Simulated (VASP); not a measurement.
The system is SnW3.

```
CELL_PARAMETERS angstrom
4.16192 0.00000 0.00000
0.00000 4.16192 0.00000
0.00000 0.00000 4.16192
ATOMIC_POSITIONS crystal
Sn 0.00000 0.00000 0.00000
W 0.00000 0.50000 0.50000
W 0.50000 0.00000 0.50000
W 0.50000 0.50000 0.00000
```

| Item | Value |
| --- | --- |
| Program | VASP 6.6.1 |
| Task | relaxation of cell and atoms |
| Functional | PBE |
| Potentials or basis | VASP PAW PBE potentials, release 64 (Sn_d, W_sv) |
| Cutoff | 500 eV |
| k mesh | 4 × 4 × 4 |
| Occupations | gaussian, width 0.1 eV |
| Spin | no spin polarisation |

At the start: pressure -10.9 GPa; volume 18.02 Å³/atom.

**Question.** Where does the relaxation end?

**Answer.** Over 4 steps the energy falls by 32.4 meV/atom and the volume is 17.12 Å³/atom (-5.0 %); space group Pm-3m (No. 221, to 0.1 Å) before and after.

Step by step:
| step | energy change (eV) | largest force (eV/Å) | pressure (GPa) | volume (Å³) |
| --- | --- | --- | --- | --- |
| 1 | 0.0000 | 0.0000 | -10.87 | 72.09 |
| 2 | 0.8206 | 0.0000 | 40.85 | 60.07 |
| 3 | -0.1291 | 0.0000 | -0.56 | 68.62 |
| 4 | -0.1294 | 0.0000 | -0.09 | 68.48 |

Final structure:
```yaml
crystal:
  lattice:
    - [4.09128, 0.00000, 0.00000]
    - [0.00000, 4.09128, 0.00000]
    - [0.00000, 0.00000, 4.09128]
  atoms:
    - { symbol: Sn, position: [0.00000, 0.00000, 0.00000] }
    - { symbol: W, position: [0.00000, 0.50000, 0.50000] }
    - { symbol: W, position: [0.50000, 0.00000, 0.50000] }
    - { symbol: W, position: [0.50000, 0.50000, 0.00000] }
```

Caveat: the k points lie up to 0.38 Å⁻¹ apart in the final cell, too coarse for converged energies and pressures of a metal.
